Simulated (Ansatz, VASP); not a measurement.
# HgPt in VASP and in Ansatz

Contents of INCAR:

```
SYSTEM = HgPt
PREC = Accurate ; ENCUT = 520
EDIFF = 1E-6 ; ISMEAR = -1
SIGMA = 0.03 ; LREAL = .FALSE.
LASPH = .TRUE. ; NELM = 60
ALGO = Normal ; ISIF = 2
LWAVE = .FALSE. ; LCHARG = .FALSE.
NBANDS = 18
```

The input KPOINTS:

```
Automatic mesh
0
G
  12 12 10
  0 0 0
```

The input POSCAR:

```
HgPt
1.0
    3.0304200000      0.0000000000      0.0000000000
    0.0000000000      3.0304200000      0.0000000000
    0.0000000000      0.0000000000      3.8250000000
Hg Pt
1 1
Direct
    0.0000000000      0.0000000000      0.0000000000
    0.5000000000      0.5000000000      0.5000000000
```

Input for Ansatz:

```yaml
crystal:
  lattice:
    - [3.03042, 0.0, 0.0]
    - [0.0, 3.03042, 0.0]
    - [0.0, 0.0, 3.825]
  atoms:
    - { symbol: Hg, position: [0.0, 0.0, 0.0] }
    - { symbol: Pt, position: [0.5, 0.5, 0.5] }
kpoints:
  mp_grid: { grid: [12, 12, 10] }
  band_path:
    path:
      - [0.0, 0.0, 0.0]
      - [0.0, 0.5, 0.0]
      - [0.5, 0.5, 0.0]
      - [0.0, 0.0, 0.0]
      - [0.0, 0.0, 0.5]
      - [0.0, 0.5, 0.5]
      - [0.5, 0.5, 0.5]
      - [0.0, 0.0, 0.5]
      - [0.0, 0.5, 0.0]
    npoints: 5
scf:
  occupations: { method: fermi_dirac, width: 0.03 }
hamiltonian:
  xc: lda
  pseudopotentials: { kind: all_electron, lapw: { basis_error: 0.0005 } }
output:
  forces: true
  stress: true
  eigenvalues: true
```

Change from the starting cell: equal xx and yy strain of +2 %.

Alike in both runs: task single point; functional LDA; k mesh 12 × 12 × 10; occupations fermi-dirac, width 0.03 eV; no spin polarisation.

```csv
,VASP,Ansatz
version,VASP 6.6.1,Ansatz 0.2.0
potentials or method,"VASP PAW LDA potentials, release 64 (Hg, Pt), cutoff 520 eV","all-electron LAPW, scalar-relativistic"
```

|  | VASP | Ansatz | Ansatz less VASP |
| --- | --- | --- | --- |
| pressure (GPa) | -6.5 | -8.2 | -1.67 |
| traceless stress, the component that is largest in VASP (GPa) | 0.97 | 0.88 | -0.091 |

LDA's correlation is that of Perdew and Zunger in VASP and of Perdew and Wang (1992) in Ansatz. Ansatz ran all-electron here, and VASP with PAW potentials.

Neither program's run includes spin-orbit coupling.
